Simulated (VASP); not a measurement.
Runs of VASP 6.6.1 on WS2. The structure is that of space group P-3m1 (No. 164), or close to it. The cells are those of the table. 

| cell | gap on the mesh (eV) | largest force (eV/Å) |
| --- | --- | --- |
| a = 3.380, b = 3.380, c = 22.369 Å, angles 90.0, 90.0, 120.0°, 6 atoms | 0.08 | 0.36 |
| a = 3.119, b = 3.119, c = 20.641 Å, angles 90.0, 90.0, 120.0°, 6 atoms | (a) | 4.89 |
| a = 3.210, b = 3.210, c = 23.025 Å, angles 90.0, 90.0, 120.0°, 6 atoms | 0.95 | 0.15 |
| a = 3.339, b = 3.339, c = 22.099 Å, angles 90.0, 90.0, 120.0°, 6 atoms | - | 0.26 |

Alike in all rows: task single point; level LDA; potentials or basis VASP PAW LDA potentials, release 64 (W_sv, S); no spin polarisation; k mesh 12 × 12 × 2; cutoff (eV) 520; smearing gaussian 0.05 eV.

Q: Fill in the values left out.

A: (a) none.

Caveats: spin-orbit coupling is left out, which moves the levels of the heavy elements.

A k mesh can miss the band edges, and the runs leave out spin-orbit coupling on W.
